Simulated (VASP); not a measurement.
Here is a VASP 6.6.1 calculation.

The input INCAR:

```
SYSTEM = MgO
PREC = Accurate
ENCUT = 520
EDIFF = 1E-6
ISMEAR = 0
SIGMA = 0.01
LREAL = .FALSE.
LASPH = .TRUE.
NELM = 80
ALGO = Normal
ISIF = 2
LWAVE = .FALSE.
LCHARG = .FALSE.
GGA = CA
NBANDS = 11
```

KPOINTS

```
regular mesh
0
G
  8 8 8
  0 0 0
```

Contents of POSCAR:

```
MgO
1.0
    0.0000000000      2.0796027768      2.0796027768
    2.0796027768      0.0000000000      2.0796027768
    2.0796027768      2.0796027768      0.0000000000
Mg O
1 1
Direct
    0.0000000000      0.0000000000      0.0000000000
    0.5000000000      0.5000000000      0.5000000000
```

Potentials or basis: VASP PAW LDA potentials, release 64 (Mg, O).

The run is started by

```bash
$ cat potpaw_LDA.64/Mg/POTCAR potpaw_LDA.64/O/POTCAR > POTCAR
$ mpirun -np 1 vasp_std > vasp.out
```

(1) What does it give for the pressure?

(2) What does it give for the band gap on the k mesh?

## Answers

(1) -1.7 GPa.

(2) 5.03 eV, direct.

**What was measured.**

“Electronic structure of alkaline earth and post-transition metal oxides”, 2009, arxiv:0908.1581 quotes, for a bulk crystal of MgO: band gap 7.83 eV.

A measured gap of MgO is 7.83 eV (quoted in “Electronic structure of alkaline earth and post-transition metal oxides”, 2009, arxiv:0908.1581); the calculated 5.03 eV misses it by -2.80 eV. The value is that of LDA, without temperature or zero-point motion. Semilocal functionals fall short of measured gaps as a rule.
